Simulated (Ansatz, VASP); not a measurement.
**One calculation of C, two programs**

```
C
1.0
     1.23253    0.71160    3.34938
    -1.23253    0.71160    3.34938
     0.00000   -1.42320    3.34938
C
2
Direct
  0.16658 0.16658 0.16658
  0.83342 0.83342 0.83342
```

Alike in both runs: task single point; functional PBE; dispersion D3(BJ); k mesh 12 × 12 × 12; occupations gaussian, width 0.02 eV; no spin polarisation.

|  | VASP | Ansatz |
| --- | --- | --- |
| version | VASP 6.6.1 | Ansatz 0.2.0 |
| potentials or method | VASP PAW PBE potentials, release 64 (C), cutoff 520 eV | scalar-relativistic, plane waves, PAW |
| valence electrons in the cell | 8 | 8 |

|  | VASP | Ansatz | Ansatz less VASP |
| --- | --- | --- | --- |
| gap on the k mesh at the Fermi level (eV) | 0.66 | 0.66 | -0.001 |
| least direct gap on the mesh (eV) | 0.66 | 0.66 | -0.001 |
